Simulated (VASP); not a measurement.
# O (P4/mmm) in VASP: single point with PBEsol

Aim: the single point of O with PBEsol.

Everything below comes from runs of VASP 6.6.1. Logs are shortened: lines on timing, memory, paths and dates and some standing lists are left out, and cuts for length are marked.

## Step 1: The cell of the first run

It takes space group P4/mmm (No. 123, tetragonal). The conventional cell has a = 2.525 Å, b = 2.525 Å, c = 7.956 Å, α = 90.00°, β = 90.00°, γ = 90.00°. O (site symmetry 4/mmm) has 4 O at 2.53 Å within 3.3 Å.

## Step 2: Single point, PBEsol

INCAR reads:

```
  ALGO = Normal
  EDIFF = 1E-6
  ENCUT = 520
  GGA = PS
  ISIF = 2
  ISMEAR = -1
  LASPH = True
  LCHARG = False
  LREAL = False
  LWAVE = False
  NBANDS = 13
  NELM = 100
  PREC = Accurate
  SIGMA = 0.15
```

KPOINTS reads:

```
k-points
0
Gamma
  5 5 2
```

POSCAR reads:

```
O
1.0
    3.5713700000      0.0000000000      0.0000000000
    0.0000000000      3.5713700000      0.0000000000
    0.0000000000      0.0000000000      7.9561300000
O
2
Direct
    0.5000000000      0.5000000000      0.0000000000
    0.0000000000      0.0000000000      0.0000000000
```

Potentials or basis: VASP PAW PBE potentials, release 64 (O).

The run is started by

```
cat potpaw_PBE.64/O/POTCAR > POTCAR
mpirun -np 1 vasp_std > vasp.out
```

OUTCAR:

```text
EDIFF = 1E-6
   ENCUT = 520
   GGA = PS
   ISIF = 2
   ISMEAR = -1
   LASPH = True
   LREAL = False
   NELM = 100
   PREC = Accurate

 ion  position               nearest neighbor table
   1  0.500  0.500  0.000-
   2  0.000  0.000  0.000-

  LATTYP: Found a simple tetragonal cell.
 ALAT       =     3.5713700000
 C/A-ratio  =     2.2277529351

  Lattice vectors:

 A1 = (   3.5713700000,   0.0000000000,   0.0000000000)
 A2 = (   0.0000000000,   3.5713700000,   0.0000000000)
 A3 = (   0.0000000000,   0.0000000000,   7.9561300000)

Analysis of symmetry for initial positions (statically):
=====================================================================
 Subroutine PRICEL returns following result:

  LATTYP: Found a simple tetragonal cell.
 ALAT       =     2.5253399451
 C/A-ratio  =     3.1505184145

  Lattice vectors:

 A1 = (   1.7856850000,  -1.7856850000,   0.0000000000)
 A2 = (   1.7856850000,   1.7856850000,   0.0000000000)
 A3 = (   0.0000000000,   0.0000000000,   7.9561300000)

   2 primitive cells build up your supercell.

 Routine SETGRP: Setting up the symmetry group for a
 simple tetragonal supercell.

 Subroutine GETGRP returns: Found 16 space group operations
 (whereof 16 operations were pure point group operations)
 out of a pool of 16 trial point group operations.

The static configuration has the point symmetry D_4h.

Analysis of symmetry for dynamics (positions and initial velocities):
=====================================================================
 Subroutine PRICEL returns following result:

  LATTYP: Found a simple tetragonal cell.
 ALAT       =     2.5253399451
 C/A-ratio  =     3.1505184145

  Lattice vectors:

 A1 = (   1.7856850000,  -1.7856850000,   0.0000000000)
 A2 = (   1.7856850000,   1.7856850000,   0.0000000000)
 A3 = (   0.0000000000,   0.0000000000,   7.9561300000)

   2 primitive cells build up your supercell.

 Routine SETGRP: Setting up the symmetry group for a
 simple tetragonal supercell.

 Subroutine GETGRP returns: Found 16 space group operations
 (whereof 16 operations were pure point group operations)
 out of a pool of 16 trial point group operations.

The dynamic configuration has the point symmetry D_4h.

 Subroutine INISYM returns: Found 16 space group operations
 (whereof 16 operations are pure point group operations),
 and found     2 'primitive' translations

----------------------------------------------------------------------------------------

                                     Primitive cell

  volume of cell :      50.7390

  direct lattice vectors                    reciprocal lattice vectors
     1.785685000 -1.785685000  0.000000000     0.280004592 -0.280004592  0.000000000
     1.785685000  1.785685000  0.000000000     0.280004592  0.280004592  0.000000000
     0.000000000  0.000000000  7.956130000     0.000000000  0.000000000  0.125689248

  length of vectors
     2.525339945  2.525339945  7.956130000     0.395986292  0.395986292  0.125689248

  position of ions in fractional coordinates (direct lattice)
     0.000000000  0.000000000  0.000000000

  ion indices of the primitive-cell ions
   primitive index   ion index
                 1           1

----------------------------------------------------------------------------------------

 KPOINTS: k-points

Automatic generation of k-mesh.
 Grid dimensions read from file:
 generate k-points for:    5    5    2

 Generating k-lattice:

  Cartesian coordinates                     Fractional coordinates (reciprocal lattice)
     0.056000918  0.000000000  0.000000000     0.200000000  0.000000000  0.000000000
     0.000000000  0.056000918  0.000000000     0.000000000  0.200000000  0.000000000
     0.000000000  0.000000000  0.062844624     0.000000000  0.000000000  0.500000000

  Length of vectors
     0.056000918  0.056000918  0.062844624

  Shift w.r.t. Gamma in fractional coordinates (k-lattice)
     0.000000000  0.000000000  0.000000000

 Subroutine IBZKPT returns following result:
 ===========================================

 Found     12 irreducible k-points:

 Following reciprocal coordinates:
            Coordinates               Weight
  0.000000  0.000000  0.000000      1.000000
  0.200000  0.000000  0.000000      4.000000
  0.400000  0.000000  0.000000      4.000000
  0.200000  0.200000  0.000000      4.000000
  0.400000  0.200000  0.000000      8.000000
  0.400000  0.400000  0.000000      4.000000
  0.000000  0.000000  0.500000      1.000000
  0.200000  0.000000  0.500000      4.000000
  0.400000  0.000000  0.500000      4.000000
  0.200000  0.200000  0.500000      4.000000
  0.400000  0.200000  0.500000      8.000000
  0.400000  0.400000  0.500000      4.000000
   k-points           NKPTS =     12   k-points in BZ     NKDIM =     12   number of bands    NBANDS=     13
   number of dos      NEDOS =    301   number of ions     NIONS =      2
   total plane-waves  NPLWV =  47040
   dimension x,y,z NGX =    28 NGY =   28 NGZ =   60
   dimension x,y,z NGXF=    56 NGYF=   56 NGZF=  120
   ions per type =               2
   NGX,Y,Z   is equivalent  to a cutoff of  13.03, 13.03, 12.54 a.u.
   NGXF,Y,Z  is equivalent  to a cutoff of  26.07, 26.07, 25.07 a.u.
 SYSTEM =  unknown system
   PREC   = accura    normal or accurate (medium, high low for compatibility)
   ISTART =      0    job   : 0-new  1-cont  2-samecut
   ICHARG =      2    charge: 1-file 2-atom 10-const
   ISPIN  =      1    spin polarized calculation?
   LNONCOLLINEAR =      F non collinear calculations
   LSORBIT =      F    spin-orbit coupling
   LASPH  =      T    aspherical Exc in radial PAW
   ENCUT  =  520.0 eV  38.22 Ry    6.18 a.u.   6.64  6.64 14.79*2*pi/ulx,y,z
   NELM   =    100;   NELMIN=  2; NELMDL= -5     # of ELM steps
   EDIFF  = 0.1E-05   stopping-criterion for ELM
   LREAL  =      F    real-space projection
   EDIFFG = 0.1E-04   stopping-criterion for IOM
   NSW    =      0    number of steps for IOM
   IBRION =     -1    ionic relax: 0-MD 1-quasi-New 2-CG
   NFREE  =      0    steps in history (QN), initial steepest desc. (CG)
   ISIF   =      2    stress and relaxation
   ISYM   =      2    0-nonsym 1-usesym 2-fastsym
   POTIM  = 0.5000    time-step for ionic-motion
   TEBEG  =    0.0;   TEEND  =   0.0 temperature during run
   PSTRESS=    0.0 pullay stress
   NELECT =      12.0000    total number of electrons
   NUPDOWN=      -1.0000    fix difference up-down
   EMIN   =  10.00;   EMAX   =-10.00  energy-range for DOS
   EFERMI =   0.00;   METHOD = LEGACY
   ISMEAR =    -1;   SIGMA  =   0.15  broadening in eV -4-tet -1-fermi 0-gaus
   EFERMI_NEDOS =   21; number of points for ismear=-14 and -15
   IALGO  =     38    algorithm
   IMIX   =      4    mixing-type and parameters
     AMIX     =   0.40;   BMIX     =  1.00
     AMIX_MAG =   1.60;   BMIX_MAG =  1.00
  volume/ion in A,a.u.               =      50.74       342.40
  Fermi-wavevector in a.u.,A,eV,Ry     =   0.803547  1.518484  8.785120  0.645688
  Thomas-Fermi vector in A             =   1.911435
   LORBIT       =      0    0 simple, 1 ext, 2 COOP (PROOUT), +10 PAW based schemes
   GGA     = PS    functional components
   LHFCALC =     F    Hartree Fock is set to
   AEXX    =    0.0000 exact exchange contribution
   IVDW    =     0    specifies the selected vdW correction
   LEPSILON=     F    determine dielectric tensor
   LRPA    =     F    only Hartree local field effects (RPA)
 non-spin polarized calculation
  energy-cutoff  :      520.00
  volume of cell :      101.48
 maximum number of plane-waves:      2754
 NGX is ok and might be reduce to    28
   NGX = 13   NGY = 13   NGZ = 29

 number of electron      11.9999999 magnetization

 Free energy of the ion-electron system (eV)
  ---------------------------------------------------
  ext. energy  EPLUGINS =         0.00000000
  ---------------------------------------------------
  free energy    TOTEN  =        -3.57072468 eV

  energy without entropy =       -3.19933730  energy(sigma->0) =       -3.38503099

 E-fermi :  -7.6307     XC(G=0):  -3.6516

 val. band max:       -7.6821502545   @ k =   0.4000   0.0000   0.5000
 cond. band min:      -7.5244811800   @ k =   0.2000   0.2000   0.5000
 fundamental gap:      0.1576690745
 Fermi energy:        -7.6307340281

 k-point     1 :       0.0000    0.0000    0.0000
  band No.  band energies     occupation
      1     -23.7494      2.00000
      2     -22.2284      2.00000
      3      -9.1193      1.99990
      4      -9.1193      1.99990
      5      -8.6127      1.99713
      6      -7.3356      0.24534
      7      -6.8051      0.00810
      8      -6.8051      0.00810
      9       0.6882      0.00000
     10       2.7586      0.00000
     11       4.3137      0.00000
     12       7.8541      0.00000
     13       9.8570      0.00000

 k-point     2 :       0.2000    0.0000    0.0000
  band No.  band energies     occupation
      1     -23.6097      2.00000
      2     -22.3783      2.00000
      3      -9.0088      1.99980
      4      -8.9245      1.99964
      5      -8.4808      1.99311
      6      -7.4441      0.44732
      7      -7.1645      0.08555
      8      -7.0576      0.04287
      9       1.1875      0.00000
     10       3.1367      0.00000
     11       4.8553      0.00000
     12       7.4615      0.00000
     13       8.9544      0.00000

 k-point     3 :       0.4000    0.0000    0.0000
  band No.  band energies     occupation
      1     -23.2379      2.00000
      2     -22.7669      2.00000
      3      -8.6196      1.99726
      4      -8.3920      1.98758
      5      -8.1427      1.93623
      6      -7.9301      1.76066
      7      -7.7444      1.36187
      8      -7.6822      1.16978
      9       2.6220      0.00000
     10       4.2762      0.00000
     11       4.8932      0.00000
     12       6.2021      0.00000
     13       6.2975      0.00000

 k-point     4 :       0.2000    0.2000    0.0000
  band No.  band energies     occupation
      1     -23.4887      2.00000
      2     -22.4889      2.00000
      3      -9.4187      1.99999
      4      -8.3668      1.98532
      5      -8.2643      1.97114
      6      -7.9799      1.82229
      7      -7.5244      0.65973
      8      -6.7045      0.00415
      9       1.6713      0.00000
     10       3.5091      0.00000
     11       5.3633      0.00000
     12       7.6820      0.00000
     13       8.6761      0.00000

 k-point     5 :       0.4000    0.2000    0.0000
  band No.  band energies     occupation
      1     -23.1728      2.00000
      2     -22.7890      2.00000
      3      -9.4116      1.99999
      4      -8.8755      1.99950
      5      -8.0804      1.90496
      6      -7.7564      1.39594
      7      -7.5123      0.62460
      8      -6.9055      0.01577
      9       3.0888      0.00000
     10       4.6290      0.00000
     11       5.3587      0.00000
     12       6.5031      0.00000
     13       6.7639      0.00000
[... 65 lines left out ...]
 k-point    10 :       0.2000    0.2000    0.5000
  band No.  band energies     occupation
      1     -23.4886      2.00000
      2     -22.4891      2.00000
      3      -9.4187      1.99999
      4      -8.3673      1.98537
      5      -8.2644      1.97115
      6      -7.9799      1.82225
      7      -7.5245      0.65993
      8      -6.7044      0.00415
      9       2.1071      0.00000
     10       2.5705      0.00000
     11       6.7681      0.00000
     12       7.8788      0.00000
     13       8.1501      0.00000

 k-point    11 :       0.4000    0.2000    0.5000
  band No.  band energies     occupation
      1     -23.1728      2.00000
      2     -22.7891      2.00000
      3      -9.4116      1.99999
      4      -8.8755      1.99950
      5      -8.0807      1.90510
      6      -7.7565      1.39618
      7      -7.5123      0.62456
      8      -6.9055      0.01577
      9       3.3962      0.00000
     10       3.9881      0.00000
     11       5.5347      0.00000
     12       6.1452      0.00000
     13       7.7223      0.00000

 k-point    12 :       0.4000    0.4000    0.5000
  band No.  band energies     occupation
      1     -23.0201      2.00000
      2     -22.8718      2.00000
      3      -9.8618      2.00000
      4      -9.6617      2.00000
      5      -7.9398      1.77405
      6      -7.8148      1.54673
      7      -6.7801      0.00687
      8      -6.5372      0.00136
      9       4.6481      0.00000
     10       5.3512      0.00000
     11       6.3657      0.00000
     12       7.2043      0.00000
     13       7.3312      0.00000

------------------------ aborting loop because EDIFF is reached ----------------------------------------

  FORCE on cell =-STRESS in cart. coord.  units (eV):
  Direction    XX          YY          ZZ          XY          YZ          ZX
  --------------------------------------------------------------------------------------
  -------------------------------------------------------------------------------------
  Total       -6.0327751     -6.0327751     -0.0571915      0.0000000      0.0000000      0.0000000
  in kB      -95.2480640    -95.2480640     -0.9029645      0.0000000      0.0000000      0.0000000
  external PRESSURE =     -63.7996975 kB  Pullay stress =       0.0000000 kB

 VOLUME and BASIS-vectors are now :
 -----------------------------------------------------------------------------
  energy-cutoff  :      520.00
  volume of cell :      101.48
      direct lattice vectors                 reciprocal lattice vectors
     3.571370000  0.000000000  0.000000000     0.280004592  0.000000000  0.000000000
     0.000000000  3.571370000  0.000000000     0.000000000  0.280004592  0.000000000
     0.000000000  0.000000000  7.956130000     0.000000000  0.000000000  0.125689248

 POSITION                                       TOTAL-FORCE (eV/Angst)
 -----------------------------------------------------------------------------------
      1.78568      1.78568      0.00000         0.000000      0.000000      0.000000
      0.00000      0.00000      0.00000        -0.000000     -0.000000     -0.000000
 -----------------------------------------------------------------------------------
    total drift:                                0.000000      0.000000     -0.000000

  FREE ENERGIE OF THE ION-ELECTRON SYSTEM (eV)
  ---------------------------------------------------
  free  energy   TOTEN  =        -3.5707246779 eV

  energy  without entropy=       -3.1993372988  energy(sigma->0) =       -3.38503099
```

Wall time 5.7 s (1 thread of Intel Xeon 6975P-C (Granite Rapids), shared host); peak memory 0.19 GiB.

Results:

| Quantity | Value |
| --- | --- |
| Free energy | -3.5707 eV |
| Pressure | -6.4 GPa |
| Band gap on the k mesh | zero (band 6 reaches -7.34 eV, above the bottom of band 7 at -7.74 eV) |

Caveat: the k points lie up to 0.39 Å⁻¹ apart; the PAW data sets were made with another functional, which shifts forces and pressure a little.
